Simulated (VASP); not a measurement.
Here is a VASP 6.6.1 calculation.

Contents of INCAR:

```
SYSTEM = Ge
PREC = Accurate
ENCUT = 520
EDIFF = 1E-6
ISMEAR = 0
SIGMA = 0.1
LREAL = .FALSE.
LASPH = .TRUE.
NELM = 100
ALGO = Fast
ISIF = 2
LWAVE = .FALSE.
LCHARG = .FALSE.
GGA = CA
NBANDS = 36
```

Contents of KPOINTS:

```
Automatic mesh
0
G
  12 12 8
  0 0 0
```

Contents of POSCAR:

```
Ge
1.0
    3.9587066694      0.0000000000      0.0000000000
   -1.9793533347      3.4283405419      0.0000000000
    0.0000000000      0.0000000000      6.5315521542
Ge
4
Direct
    0.3333333333      0.6666666667      0.0628619169
    0.6666666667      0.3333333333      0.5628619169
    0.3333333333      0.6666666667      0.4371380831
    0.6666666667      0.3333333333      0.9371380831
```

Potentials or basis: VASP PAW LDA potentials, release 64 (Ge_d).

Run with:

```sh
$ cat potpaw_LDA.64/Ge_d/POTCAR > POTCAR
$ mpirun -np 1 vasp_std > vasp.out
```

Estimate the pressure.

0.0 GPa.

Predict the band gap on the k mesh.

zero (bands 28 and 29 overlap by 0.09 eV).

Caveat: semilocal functionals underestimate gaps, so a narrow gap can read as zero.
